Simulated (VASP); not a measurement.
SrTe:

```
CELL_PARAMETERS angstrom
0.00000 3.41981 3.41981
3.41981 0.00000 3.41981
3.41981 3.41981 0.00000
ATOMIC_POSITIONS crystal
Sr 0.00000 0.00000 0.00000
Te 0.50000 0.50000 0.50000
```

This cell differs from its parent crystal: strain +2.0%.

Base run:

```yaml
Program: VASP 6.6.1
Functional: r2SCAN
Potentials_or_basis: VASP PAW PBE potentials, release 64 (Sr_sv, Te)
Cutoff: 550 eV
k_mesh: 6 × 6 × 6
Occupations: gaussian, width 0.01 eV
Spin: no spin polarisation
```

Its results: band gap on the k mesh 2.28 eV, indirect (least direct gap 2.98 eV); pressure -1.7 GPa.

Question: The run is repeated on the same cell with these changes: functional from r2SCAN to PBE; cutoff from 550 eV to 500 eV; occupations from gaussian, width 0.01 eV to fermi-dirac, width 0.02 eV. What comes out?

Answer: Band gap on the k mesh 1.88 eV, indirect (least direct gap 2.52 eV); pressure -1.5 GPa.

Caveats: spin-orbit coupling is left out, which moves the levels of the heavy elements; the PAW data sets were made with another functional, which shifts forces and pressure a little (some runs).

A k mesh can miss the band edges.
